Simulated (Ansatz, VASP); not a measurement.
CdTe in VASP and in Ansatz

```
Cd Te
1.0
     0.00000    3.30812    3.30812
     3.30812    0.00000    3.30812
     3.30812    3.30812    0.00000
Cd Te
1 1
Cartesian
  0.0000 0.0000 0.0000
  1.6541 1.6541 1.6541
```

Alike in both runs: functional PBE; k mesh 6 × 6 × 6; no spin polarisation.

Ansatz relaxed the structure, and its values are those at the end. VASP's run is a single point on that final structure, the one shown.

|  | VASP | Ansatz |
| --- | --- | --- |
| version | VASP 6.6.1 | Ansatz 0.2.0 |
| potentials or method | VASP PAW PBE potentials, release 64 (Cd, Te), cutoff 520 eV | plane waves, PAW |
| occupations | gaussian, width 0.01 eV | fixed |
| valence electrons in the cell | 18 | 36 |

|  | VASP | Ansatz | Ansatz less VASP |
| --- | --- | --- | --- |
| pressure (GPa) | 0.2 | 0.0 | -0.12 |

VASP's potentials hold 18 valence electrons a cell and Ansatz's 36, so a difference there can come from the potentials and not from the codes.

Spin-orbit coupling is off throughout.
